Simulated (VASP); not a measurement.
Crystal: NaH.

```
CELL_PARAMETERS angstrom
0.00000 2.44000 2.44000
2.44000 0.00000 2.44000
2.44000 2.44000 0.00000
ATOMIC_POSITIONS crystal
Na 0.00000 0.00000 0.00000
H 0.50000 0.50000 0.50000
```

```yaml
Program: VASP 6.6.1
Task: relaxation of cell and atoms
Functional: r2SCAN
Potentials_or_basis: VASP PAW PBE potentials, release 64 (Na_pv, H)
Cutoff: 600 eV
k_mesh: 10 × 10 × 10
Occupations: fermi-dirac, width 0.02 eV
Spin: no spin polarisation
```

At the start: pressure -1.3 GPa; volume 14.53 Å³/atom.

Problem. Where does the relaxation end?

Solution. Over 5 steps the energy falls by 4.3 meV/atom and the volume is 13.58 Å³/atom (-6.5 %); space group Fm-3m (No. 225, to 0.05 Å).

The path:
| step | energy change (eV) | largest force (eV/Å) | pressure (GPa) | volume (Å³) |
| --- | --- | --- | --- | --- |
| 1 | 0.0000 | 0.0000 | -1.29 | 29.05 |
| 2 | -0.0036 | 0.0000 | -0.94 | 28.56 |
| 3 | -0.0058 | 0.0000 | -0.68 | 28.17 |
| 4 | -0.0083 | 0.0000 | -0.16 | 27.39 |
| 5 | -0.0085 | 0.0000 | 0.09 | 27.15 |

Final structure:
```yaml
crystal:
  lattice:
    - [0.00000, 2.38561, 2.38561]
    - [2.38561, 0.00000, 2.38561]
    - [2.38561, 2.38561, 0.00000]
  atoms:
    - { symbol: Na, position: [0.00000, 0.00000, 0.00000] }
    - { symbol: H, position: [0.50000, 0.50000, 0.50000] }
```

Caveat: the PAW data sets were made with another functional, which shifts forces and pressure a little.
